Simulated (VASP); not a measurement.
# Ag (Fm-3m) in VASP: single point with PBE

Aim: the single point of Ag with PBE.

Program: VASP 6.6.1. These are calculated values, not measurements. Logs are shortened: lines on timing, memory, paths and dates and some standing lists are left out, and cuts for length are marked.

**1. The cell of the first run**

It takes space group Fm-3m (No. 225, cubic). The conventional cell has a = 4.148 Å, b = 4.148 Å, c = 4.148 Å, α = 90.00°, β = 90.00°, γ = 90.00°. Ag (site symmetry m-3m) has 12 Ag at 2.93 Å within 3.9 Å.

**2. Single point, PBE**

Contents of INCAR:

```
SYSTEM = Ag
  PREC = Accurate
  ENCUT = 520
  EDIFF = 1E-6
  ISMEAR = 0
  SIGMA = 0.3
  LREAL = .False.
  LASPH = .True.
  NELM = 100
  ALGO = Fast
  ISIF = 2
  LWAVE = .False.
  LCHARG = .False.
  GGA = PE
  NBANDS = 12
```

Contents of KPOINTS:

```
Automatic mesh
0
Gamma
  44 44 44
  0 0 0
```

Contents of POSCAR:

```
Ag
1.0
    0.0000000000      2.0740990153      2.0740990153
    2.0740990153      0.0000000000      2.0740990153
    2.0740990153      2.0740990153      0.0000000000
Ag
1
Direct
    0.0000000000      0.0000000000      0.0000000000
```

Potentials or basis: VASP PAW PBE potentials, release 64 (Ag).

Run with:

```console
$ cat potpaw_PBE.64/Ag/POTCAR > POTCAR
$ mpirun -np 1 vasp_std > vasp.out
```

OUTCAR:

```text
SYSTEM = Ag
   PREC = Accurate
   ENCUT = 520
   EDIFF = 1E-6
   ISMEAR = 0
   LREAL = .False.
   LASPH = .True.
   NELM = 100
   ISIF = 2
   GGA = PE

 ion  position               nearest neighbor table
   1  0.000  0.000  0.000-

  LATTYP: Found a face centered cubic cell.
 ALAT       =     4.1481980306

  Lattice vectors:

 A1 = (   0.0000000000,   2.0740990153,   2.0740990153)
 A2 = (   2.0740990153,   0.0000000000,   2.0740990153)
 A3 = (   2.0740990153,   2.0740990153,   0.0000000000)

Analysis of symmetry for initial positions (statically):
=====================================================================
 Subroutine PRICEL returns:
 Original cell was already a primitive cell.

 Routine SETGRP: Setting up the symmetry group for a
 face centered cubic supercell.

 Subroutine GETGRP returns: Found 48 space group operations
 (whereof 48 operations were pure point group operations)
 out of a pool of 48 trial point group operations.

The static configuration has the point symmetry O_h .

Analysis of symmetry for dynamics (positions and initial velocities):
=====================================================================
 Subroutine PRICEL returns:
 Original cell was already a primitive cell.

 Routine SETGRP: Setting up the symmetry group for a
 face centered cubic supercell.

 Subroutine GETGRP returns: Found 48 space group operations
 (whereof 48 operations were pure point group operations)
 out of a pool of 48 trial point group operations.

The dynamic configuration has the point symmetry O_h .

 Subroutine INISYM returns: Found 48 space group operations
 (whereof 48 operations are pure point group operations),
 and found     1 'primitive' translations

----------------------------------------------------------------------------------------

                                     Primitive cell

  volume of cell :      17.8451

  direct lattice vectors                    reciprocal lattice vectors
     0.000000000  2.074099015  2.074099015    -0.241068530  0.241068530  0.241068530
     2.074099015  0.000000000  2.074099015     0.241068530 -0.241068530  0.241068530
     2.074099015  2.074099015  0.000000000     0.241068530  0.241068530 -0.241068530

  length of vectors
     2.933218957  2.933218957  2.933218957     0.417542941  0.417542941  0.417542941

  position of ions in fractional coordinates (direct lattice)
     0.000000000  0.000000000  0.000000000

  ion indices of the primitive-cell ions
   primitive index   ion index
                 1           1

----------------------------------------------------------------------------------------

 KPOINTS: Automatic mesh

Automatic generation of k-mesh.
 Grid dimensions read from file:
 generate k-points for:   44   44   44

 Generating k-lattice:

  Cartesian coordinates                     Fractional coordinates (reciprocal lattice)
    -0.005478830  0.005478830  0.005478830     0.022727273  0.000000000  0.000000000
     0.005478830 -0.005478830  0.005478830     0.000000000  0.022727273  0.000000000
     0.005478830  0.005478830 -0.005478830     0.000000000  0.000000000  0.022727273

  Length of vectors
     0.009489612  0.009489612  0.009489612

  Shift w.r.t. Gamma in fractional coordinates (k-lattice)
     0.000000000  0.000000000  0.000000000

 Subroutine IBZKPT returns following result:
 ===========================================

 Found   2168 irreducible k-points:

 Following reciprocal coordinates:
            Coordinates               Weight
  0.000000  0.000000  0.000000      1.000000
  0.022727  0.000000  0.000000      8.000000
  0.045455  0.000000  0.000000      8.000000
  0.068182  0.000000  0.000000      8.000000
  0.090909  0.000000  0.000000      8.000000
  0.113636  0.000000  0.000000      8.000000
[... 16 lines left out ...]
  0.500000  0.000000  0.000000      4.000000
  0.022727  0.022727  0.000000      6.000000
 [... further k-points ...]
   k-points           NKPTS =   2168   k-points in BZ     NKDIM =   2168   number of bands    NBANDS=     12
   number of dos      NEDOS =    301   number of ions     NIONS =      1
   total plane-waves  NPLWV =  13824
   dimension x,y,z NGX =    24 NGY =   24 NGZ =   24
   dimension x,y,z NGXF=    48 NGYF=   48 NGZF=   48
   ions per type =               1
   NGX,Y,Z   is equivalent  to a cutoff of  13.60, 13.60, 13.60 a.u.
   NGXF,Y,Z  is equivalent  to a cutoff of  27.20, 27.20, 27.20 a.u.
 SYSTEM =  Ag
   PREC   = accura    normal or accurate (medium, high low for compatibility)
   ISTART =      0    job   : 0-new  1-cont  2-samecut
   ICHARG =      2    charge: 1-file 2-atom 10-const
   ISPIN  =      1    spin polarized calculation?
   LNONCOLLINEAR =      F non collinear calculations
   LSORBIT =      F    spin-orbit coupling
   LASPH  =      T    aspherical Exc in radial PAW
   ENCUT  =  520.0 eV  38.22 Ry    6.18 a.u.   5.45  5.45  5.45*2*pi/ulx,y,z
   NELM   =    100;   NELMIN=  2; NELMDL= -5     # of ELM steps
   EDIFF  = 0.1E-05   stopping-criterion for ELM
   LREAL  =      F    real-space projection
   EDIFFG = 0.1E-04   stopping-criterion for IOM
   NSW    =      0    number of steps for IOM
   IBRION =     -1    ionic relax: 0-MD 1-quasi-New 2-CG
   NFREE  =      0    steps in history (QN), initial steepest desc. (CG)
   ISIF   =      2    stress and relaxation
   ISYM   =      2    0-nonsym 1-usesym 2-fastsym
   POTIM  = 0.5000    time-step for ionic-motion
   TEBEG  =    0.0;   TEEND  =   0.0 temperature during run
   PSTRESS=    0.0 pullay stress
   NELECT =      11.0000    total number of electrons
   NUPDOWN=      -1.0000    fix difference up-down
   EMIN   =  10.00;   EMAX   =-10.00  energy-range for DOS
   EFERMI =   0.00;   METHOD = LEGACY
   ISMEAR =     0;   SIGMA  =   0.30  broadening in eV -4-tet -1-fermi 0-gaus
   EFERMI_NEDOS =   21; number of points for ismear=-14 and -15
   IALGO  =     68    algorithm
   IMIX   =      4    mixing-type and parameters
     AMIX     =   0.40;   BMIX     =  1.00
     AMIX_MAG =   1.60;   BMIX_MAG =  1.00
  volume/ion in A,a.u.               =      17.85       120.42
  Fermi-wavevector in a.u.,A,eV,Ry     =   1.393262  2.632884 26.411358  1.941180
  Thomas-Fermi vector in A             =   2.516925
   LORBIT       =      0    0 simple, 1 ext, 2 COOP (PROOUT), +10 PAW based schemes
   GGA     = PE    functional components
   LHFCALC =     F    Hartree Fock is set to
   AEXX    =    0.0000 exact exchange contribution
   IVDW    =     0    specifies the selected vdW correction
   LEPSILON=     F    determine dielectric tensor
   LRPA    =     F    only Hartree local field effects (RPA)
 non-spin polarized calculation
 RMM-DIIS sequential band-by-band and
 Gauss-broadening in eV      SIGMA  =   0.30
  energy-cutoff  :      520.00
  volume of cell :       17.85
 maximum number of plane-waves:       531
 NGX is ok and might be reduce to    24
   NGX = 11   NGY = 11   NGZ = 11

 number of electron      11.0000000 magnetization

 Free energy of the ion-electron system (eV)
  ---------------------------------------------------
  ext. energy  EPLUGINS =         0.00000000
  ---------------------------------------------------
  free energy    TOTEN  =        -2.72393141 eV

  energy without entropy =       -2.71157511  energy(sigma->0) =       -2.71775326

 E-fermi :   7.8480     XC(G=0): -11.9399

 val. band max:        7.8423599672   @ k =  -0.3182   0.2045   0.0682
 cond. band min:       7.8482779492   @ k =  -0.3636   0.1591   0.0455
 fundamental gap:      0.0059179819
 Fermi energy:         7.8479795657

 k-point     1 :       0.0000    0.0000    0.0000
  band No.  band energies     occupation
      1       0.3739      2.00000
      2       3.1653      2.00000
      3       3.1653      2.00000
      4       3.1653      2.00000
      5       4.1184      2.00000
      6       4.1184      2.00000
      7      23.7315      0.00000
      8      27.0402      0.00000
      9      27.0402      0.00000
     10      27.0402      0.00000
     11      31.7397      0.00000
     12      32.5972      0.00000

 k-point     2 :       0.0227    0.0000    0.0000
  band No.  band energies     occupation
      1       0.3896      2.00000
      2       3.1618      2.00000
      3       3.1696      2.00000
      4       3.1696      2.00000
      5       4.1168      2.00000
      6       4.1168      2.00000
      7      23.7347      0.00000
      8      26.8754      0.00000
      9      27.0447      0.00000
     10      27.0447      0.00000
     11      31.8248      0.00000
     12      32.5856      0.00000

 k-point     3 :       0.0455    0.0000    0.0000
  band No.  band energies     occupation
      1       0.4365      2.00000
      2       3.1514      2.00000
      3       3.1823      2.00000
      4       3.1823      2.00000
      5       4.1120      2.00000
      6       4.1120      2.00000
      7      23.7388      0.00000
      8      26.4439      0.00000
      9      27.0573      0.00000
     10      27.0573      0.00000
     11      31.8354      0.00000
     12      32.5411      0.00000
[... 286 lines left out ...]
 k-point    23 :       0.5000    0.0000    0.0000
  band No.  band energies     occupation
      1       1.6938      2.00000
      2       3.1466      2.00000
      3       3.1466      2.00000
      4       4.8529      2.00000
      5       4.8529      2.00000
      6       7.5374      1.85682
      7      11.1704      0.00000
      8      22.9596      0.00000
      9      25.2156      0.00000
     10      25.2156      0.00000
     11      30.0250      0.00000
     12      30.0250      0.00000

 k-point    24 :       0.0227    0.0227    0.0000
  band No.  band energies     occupation
      1       0.3948      2.00000
      2       3.1574      2.00000
      3       3.1727      2.00000
      4       3.1727      2.00000
      5       4.1105      2.00000
      6       4.1218      2.00000
      7      23.7364      0.00000
      8      26.9443      0.00000
      9      26.9816      0.00000
     10      26.9816      0.00000
     11      31.8798      0.00000
     12      32.5557      0.00000

 [... further k-points ...]
[... 5 lines left out ...]
  --------------------------------------------------------------------------------------
  -------------------------------------------------------------------------------------
  Total       -0.0061768     -0.0061768     -0.0061768     -0.0000000     -0.0000000     -0.0000000
  in kB       -0.5545716     -0.5545716     -0.5545716     -0.0000000     -0.0000000     -0.0000000
  external PRESSURE =      -0.5545716 kB  Pullay stress =       0.0000000 kB

 VOLUME and BASIS-vectors are now :
 -----------------------------------------------------------------------------
  energy-cutoff  :      520.00
  volume of cell :       17.85
      direct lattice vectors                 reciprocal lattice vectors
     0.000000000  2.074099015  2.074099015    -0.241068530  0.241068530  0.241068530
     2.074099015  0.000000000  2.074099015     0.241068530 -0.241068530  0.241068530
     2.074099015  2.074099015  0.000000000     0.241068530  0.241068530 -0.241068530

 POSITION                                       TOTAL-FORCE (eV/Angst)
 -----------------------------------------------------------------------------------
      0.00000      0.00000      0.00000         0.000000      0.000000      0.000000
 -----------------------------------------------------------------------------------
    total drift:                                0.000000      0.000000      0.000000

  FREE ENERGIE OF THE ION-ELECTRON SYSTEM (eV)
  ---------------------------------------------------
  free  energy   TOTEN  =        -2.7239314109 eV

  energy  without entropy=       -2.7115751130  energy(sigma->0) =       -2.71775326
```

It took 9.1 min on 1 thread of Intel Xeon 6975P-C, shared host; peak memory 0.56 GiB.

What came out:

| Quantity | Value |
| --- | --- |
| Free energy | -2.7239 eV |
| Pressure | -0.1 GPa |

Levels at points of the mesh, in eV from the Fermi level:
```tsv
k point	band 3	band 4	band 5	band 6	band 7	band 8	band 9	band 10
(0.00, 0.00, 0.00)	-4.68	-4.68	-3.73	-3.73	15.88	19.19	19.19	19.19
(0.50, 0.00, 0.00)	-4.70	-3.00	-3.00	-0.31	3.32	15.11	17.37	17.37
(0.50, 0.50, 0.00)	-3.03	-2.80	-2.80	1.61	6.36	10.40	10.40	16.61
```
